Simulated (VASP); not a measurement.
# SnO2 (Pnnm) in VASP: relaxation of the atoms with LDA

Aim: the relaxation of the atoms of SnO2 with LDA.

Everything below comes from runs of VASP 6.6.1. Logs are shortened: lines on timing, memory, paths and dates and some standing lists are left out, and cuts for length are marked.

### 1 The cell of the first run

The typed cell holds 6 atoms: a = 4.960 Å, b = 4.960 Å, c = 3.351 Å, α = 90.00°, β = 90.00°, γ = 90.00°.

### 2 Relaxation of the atoms, LDA (13.74 Å³/atom)

Input file INCAR:

```
PREC = Accurate
ENCUT = 520
EDIFF = 1E-6
ISMEAR = 0
SIGMA = 0.05
LREAL = F
LASPH = T
NELM = 80
ALGO = Normal
ISIF = 2
LWAVE = F
LCHARG = F
IBRION = 2
NSW = 50
EDIFFG = -0.01
KPAR = 2
```

Input file KPOINTS:

```
regular mesh
0
Gamma
  6 6 10
```

Input file POSCAR:

```
SnO2
1.0
    4.9595277989      0.0000000000      0.0000000000
    0.0000000000      4.9600539881      0.0000000000
    0.0000000000      0.0000000000      3.3505524136
Sn O
2 4
Direct
    0.5000000000      0.5000000000      0.5000000000
    0.0000000000      0.0000000000      0.0000000000
    0.3059920358      0.3061675029      0.0000000000
    0.8059920358      0.1938324971      0.5000000000
    0.1940079642      0.8061675029      0.5000000000
    0.6940079642      0.6938324971      0.0000000000
```

Potentials or basis: VASP PAW LDA potentials, release 64 (Sn_d, O).

Started as:

```bash
$ cat potpaw_LDA.64/Sn_d/POTCAR potpaw_LDA.64/O/POTCAR > POTCAR
$ mpirun -np 2 vasp_std > vasp.out
```

OUTCAR:

```text
PREC = Accurate
   ENCUT = 520
   EDIFF = 1E-6
   ISMEAR = 0
   LREAL = F
   LASPH = T
   NELM = 80
   ISIF = 2
   IBRION = 2
   NSW = 50
   EDIFFG = -0.01

 ion  position               nearest neighbor table
   1  0.500  0.500  0.500-   4 2.15   5 2.15   3 2.16   6 2.16   3 2.16   6 2.16
   2  0.000  0.000  0.000-   3 2.15   6 2.15   5 2.16   4 2.16   4 2.16   5 2.16
   3  0.306  0.306  0.000-   2 2.15   1 2.16   1 2.16
   4  0.806  0.194  0.500-   1 2.15   2 2.16   2 2.16
   5  0.194  0.806  0.500-   1 2.15   2 2.16   2 2.16
   6  0.694  0.694  0.000-   2 2.15   1 2.16   1 2.16

  LATTYP: Found a simple orthorhombic cell.
 ALAT       =     3.3505524136
 B/A-ratio  =     1.4802119730
 C/A-ratio  =     1.4803690185

  Lattice vectors:

 A1 = (   0.0000000000,   0.0000000000,   3.3505524136)
 A2 = (   4.9595277989,   0.0000000000,   0.0000000000)
 A3 = (   0.0000000000,   4.9600539881,   0.0000000000)

Analysis of symmetry for initial positions (statically):
=====================================================================
 Subroutine PRICEL returns:
 Original cell was already a primitive cell.

 Routine SETGRP: Setting up the symmetry group for a
 simple orthorhombic supercell.

 Subroutine GETGRP returns: Found  8 space group operations
 (whereof  4 operations were pure point group operations)
 out of a pool of  8 trial point group operations.

The static configuration has the point symmetry C_2h.
 The point group associated with its full space group is D_2h.

Analysis of symmetry for dynamics (positions and initial velocities):
=====================================================================
 Subroutine PRICEL returns:
 Original cell was already a primitive cell.

 Routine SETGRP: Setting up the symmetry group for a
 simple orthorhombic supercell.

 Subroutine GETGRP returns: Found  8 space group operations
 (whereof  4 operations were pure point group operations)
 out of a pool of  8 trial point group operations.

The dynamic configuration has the point symmetry C_2h.
 The point group associated with its full space group is D_2h.

 Subroutine INISYM returns: Found  8 space group operations
 (whereof  4 operations are pure point group operations),
 and found     1 'primitive' translations

----------------------------------------------------------------------------------------

                                     Primitive cell

  volume of cell :      82.4220

  direct lattice vectors                    reciprocal lattice vectors
     4.959527799  0.000000000  0.000000000     0.201632099  0.000000000  0.000000000
     0.000000000  4.960053988  0.000000000     0.000000000  0.201610709  0.000000000
     0.000000000  0.000000000  3.350552414     0.000000000  0.000000000  0.298458247

  length of vectors
     4.959527799  4.960053988  3.350552414     0.201632099  0.201610709  0.298458247

  position of ions in fractional coordinates (direct lattice)
     0.500000000  0.500000000  0.500000000
     0.000000000  0.000000000  0.000000000
     0.305992036  0.306167503  0.000000000
     0.805992036  0.193832497  0.500000000
     0.194007964  0.806167503  0.500000000
     0.694007964  0.693832497  0.000000000

  ion indices of the primitive-cell ions
   primitive index   ion index
                 1           1
                 2           2
                 3           3
                 4           4
                 5           5
                 6           6

----------------------------------------------------------------------------------------

 KPOINTS: regular mesh

Automatic generation of k-mesh.
 Grid dimensions read from file:
 generate k-points for:    6    6   10

 Generating k-lattice:

  Cartesian coordinates                     Fractional coordinates (reciprocal lattice)
     0.033605350  0.000000000  0.000000000     0.166666667  0.000000000  0.000000000
     0.000000000  0.033601785  0.000000000     0.000000000  0.166666667  0.000000000
     0.000000000  0.000000000  0.029845825     0.000000000  0.000000000  0.100000000

  Length of vectors
     0.033605350  0.033601785  0.029845825

  Shift w.r.t. Gamma in fractional coordinates (k-lattice)
     0.000000000  0.000000000  0.000000000

 Subroutine IBZKPT returns following result:
 ===========================================

 Found     96 irreducible k-points:

 Following reciprocal coordinates:
            Coordinates               Weight
  0.000000  0.000000  0.000000      1.000000
  0.166667  0.000000  0.000000      2.000000
  0.333333  0.000000  0.000000      2.000000
  0.500000  0.000000  0.000000      1.000000
  0.000000  0.166667  0.000000      2.000000
  0.166667  0.166667  0.000000      4.000000
[... 16 lines left out ...]
  0.333333  0.166667  0.100000      8.000000
  0.500000  0.166667  0.100000      4.000000
 [... further k-points ...]
   k-points           NKPTS =     96   k-points in BZ     NKDIM =     96   number of bands    NBANDS=     31
   number of dos      NEDOS =    301   number of ions     NIONS =      6
   total plane-waves  NPLWV =  44800
   dimension x,y,z NGX =    40 NGY =   40 NGZ =   28
   dimension x,y,z NGXF=    80 NGYF=   80 NGZF=   56
   ions per type =               2   4
   NGX,Y,Z   is equivalent  to a cutoff of  13.41, 13.41, 13.89 a.u.
   NGXF,Y,Z  is equivalent  to a cutoff of  26.82, 26.81, 27.79 a.u.
 SYSTEM =  unknown system
   PREC   = accura    normal or accurate (medium, high low for compatibility)
   ISTART =      0    job   : 0-new  1-cont  2-samecut
   ICHARG =      2    charge: 1-file 2-atom 10-const
   ISPIN  =      1    spin polarized calculation?
   LNONCOLLINEAR =      F non collinear calculations
   LSORBIT =      F    spin-orbit coupling
   LASPH  =      T    aspherical Exc in radial PAW
   ENCUT  =  520.0 eV  38.22 Ry    6.18 a.u.   9.22  9.22  6.23*2*pi/ulx,y,z
   NELM   =     80;   NELMIN=  2; NELMDL= -5     # of ELM steps
   EDIFF  = 0.1E-05   stopping-criterion for ELM
   LREAL  =      F    real-space projection
   EDIFFG = -.1E-01   stopping-criterion for IOM
   NSW    =     50    number of steps for IOM
   IBRION =      2    ionic relax: 0-MD 1-quasi-New 2-CG
   NFREE  =      1    steps in history (QN), initial steepest desc. (CG)
   ISIF   =      2    stress and relaxation
   ISYM   =      2    0-nonsym 1-usesym 2-fastsym
   POTIM  = 0.5000    time-step for ionic-motion
   TEBEG  =    0.0;   TEEND  =   0.0 temperature during run
   PSTRESS=    0.0 pullay stress
   NELECT =      52.0000    total number of electrons
   NUPDOWN=      -1.0000    fix difference up-down
   EMIN   =  10.00;   EMAX   =-10.00  energy-range for DOS
   EFERMI =   0.00;   METHOD = LEGACY
   ISMEAR =     0;   SIGMA  =   0.05  broadening in eV -4-tet -1-fermi 0-gaus
   EFERMI_NEDOS =   21; number of points for ismear=-14 and -15
   IALGO  =     38    algorithm
   IMIX   =      4    mixing-type and parameters
     AMIX     =   0.40;   BMIX     =  1.00
     AMIX_MAG =   1.60;   BMIX_MAG =  1.00
  volume/ion in A,a.u.               =      13.74        92.70
  Fermi-wavevector in a.u.,A,eV,Ry     =   1.404090  2.653345 26.823454  1.971468
  Thomas-Fermi vector in A             =   2.526686
   LORBIT       =      0    0 simple, 1 ext, 2 COOP (PROOUT), +10 PAW based schemes
   GGA     = CA    functional components
   LHFCALC =     F    Hartree Fock is set to
   AEXX    =    0.0000 exact exchange contribution
   IVDW    =     0    specifies the selected vdW correction
   LEPSILON=     F    determine dielectric tensor
   LRPA    =     F    only Hartree local field effects (RPA)
 conjugate gradient relaxation of ions
 non-spin polarized calculation
 Gauss-broadening in eV      SIGMA  =   0.05
  energy-cutoff  :      520.00
  volume of cell :       82.42
 maximum number of plane-waves:      2241
 NGX is ok and might be reduce to    40
   NGX = 19   NGY = 19   NGZ = 13

--------------------------------------- Ionic step        1  -------------------------------------------

 number of electron      52.0000031 magnetization

 Free energy of the ion-electron system (eV)
  ---------------------------------------------------
  ext. energy  EPLUGINS =         0.00000000
  ---------------------------------------------------
  free energy    TOTEN  =       -41.44953734 eV

  energy without entropy =      -41.44939238  energy(sigma->0) =      -41.44946486

------------------------ aborting loop because EDIFF is reached ----------------------------------------

  FORCE on cell =-STRESS in cart. coord.  units (eV):
  Direction    XX          YY          ZZ          XY          YZ          ZX
  --------------------------------------------------------------------------------------
  -------------------------------------------------------------------------------------
  Total      -10.0485221    -10.0492877    -13.1211788      0.0000000      0.0000000      0.0000000
  in kB     -195.3303045   -195.3451853   -255.0587859      0.0000000      0.0000000      0.0000000
  external PRESSURE =    -215.2447586 kB  Pullay stress =       0.0000000 kB
[... 65 lines left out ...]
  energy  without entropy=      -41.4681738093  energy(sigma->0) =      -41.46824727

--------------------------------------- Ionic step        3  -------------------------------------------

 number of electron      51.9999997 magnetization

 Free energy of the ion-electron system (eV)
  ---------------------------------------------------
  ext. energy  EPLUGINS =         0.00000000
  ---------------------------------------------------
  free energy    TOTEN  =       -41.47067010 eV

  energy without entropy =      -41.47052215  energy(sigma->0) =      -41.47059612

 E-fermi :   4.2466     XC(G=0): -11.0713

 val. band max:        4.2046344250   @ k =   0.0000   0.0000   0.1000
 cond. band min:       4.2705904749   @ k =   0.0000   0.0000   0.0000
 fundamental gap:      0.0659560499
 Fermi energy:         4.2466070978

 k-point     1 :       0.0000    0.0000    0.0000
  band No.  band energies     occupation
      1     -16.5540      2.00000
      2     -16.1010      2.00000
      3     -15.9701      2.00000
      4     -15.9527      2.00000
      5     -15.9527      2.00000
      6     -15.8966      2.00000
[... 805 lines left out ...]
     30      10.6480      0.00000
     31      13.1975      0.00000

 [... further k-points ...]

------------------------ aborting loop because EDIFF is reached ----------------------------------------

  FORCE on cell =-STRESS in cart. coord.  units (eV):
  Direction    XX          YY          ZZ          XY          YZ          ZX
  --------------------------------------------------------------------------------------
  -------------------------------------------------------------------------------------
  Total       -9.5825889     -9.5852402    -13.0746937      0.0000000      0.0000000      0.0000000
  in kB     -186.2731635   -186.3247024   -254.1551757      0.0000000      0.0000000      0.0000000
  external PRESSURE =    -208.9176805 kB  Pullay stress =       0.0000000 kB
[... 21 lines left out ...]
  FREE ENERGIE OF THE ION-ELECTRON SYSTEM (eV)
  ---------------------------------------------------
  free  energy   TOTEN  =       -41.4706701023 eV

  energy  without entropy=      -41.4705221469  energy(sigma->0) =      -41.47059612

 reached required accuracy - stopping structural energy minimisation
```

Run time: 2.5 min. Hardware: 2 MPI ranks of Intel Xeon Platinum 8488C (Sapphire Rapids), shared host; peak memory 0.3 GiB.

Results:

```
Free energy                  : -41.4707 eV
Energy gained by relaxing    : 3.5 meV/atom
Ionic steps                  : 3
Pressure after relaxing      : -20.9 GPa
Largest force after relaxing : 0.005 eV/Å
Band gap on the k mesh       : 0.07 eV (least direct gap 0.27 eV)
```

Forces on the atoms (eV/Å):
```
Sn   0.000  0.000  0.000
Sn   0.000  0.000  0.000
O   -0.003 -0.004  0.000
O   -0.003  0.004  0.000
O    0.003 -0.004  0.000
O    0.003  0.004  0.000
```

The path:
```
step  energy change (eV)  largest force (eV/Å)  pressure (GPa)
   1              0.0000                0.3808          -21.52
   2             -0.0188                0.1292          -21.14
   3             -0.0211                0.0048          -20.89
```

Final structure:
```
CELL_PARAMETERS angstrom
4.95953 0.00000 0.00000
0.00000 4.96005 0.00000
0.00000 0.00000 3.35055
ATOMIC_POSITIONS crystal
Sn 0.50000 0.50000 0.50000
Sn 0.00000 0.00000 0.00000
O 0.30997 0.31012 0.00000
O 0.80997 0.18988 0.50000
O 0.19003 0.81012 0.50000
O 0.69003 0.68988 0.00000
```

Levels at points of the mesh, in eV from the valence-band top:
| k point | band 23 | band 24 | band 25 | band 26 | band 27 | band 28 | band 29 | band 30 |
| --- | --- | --- | --- | --- | --- | --- | --- | --- |
| (0.00, 0.00, 0.00) | -1.26 | -0.61 | -0.61 | -0.21 | 0.07 | 4.60 | 5.42 | 5.42 |
| (0.50, 0.00, 0.00) | -1.20 | -1.20 | -0.51 | -0.51 | 2.98 | 2.98 | 6.04 | 6.04 |
| (0.00, 0.50, 0.00) | -1.20 | -1.20 | -0.51 | -0.51 | 2.99 | 2.99 | 6.05 | 6.05 |
| (0.50, 0.50, 0.00) | -1.32 | -1.32 | -0.69 | -0.69 | 3.24 | 3.24 | 6.34 | 6.34 |
| (0.00, 0.00, 0.50) | -1.28 | -1.28 | -1.02 | -1.02 | 4.62 | 4.62 | 8.62 | 8.62 |
| (0.50, 0.00, 0.50) | -0.83 | -0.83 | -0.73 | -0.73 | 4.87 | 4.87 | 6.80 | 6.80 |
| (0.00, 0.50, 0.50) | -0.83 | -0.83 | -0.73 | -0.73 | 4.87 | 4.87 | 6.80 | 6.80 |
| (0.50, 0.50, 0.50) | -0.82 | -0.82 | -0.62 | -0.62 | 3.61 | 3.61 | 7.80 | 7.80 |

Caveat: semilocal functionals underestimate gaps, and a narrow one can read as zero; spin-orbit coupling is left out, which moves the levels of the heavy elements. A k mesh can miss the band edges.
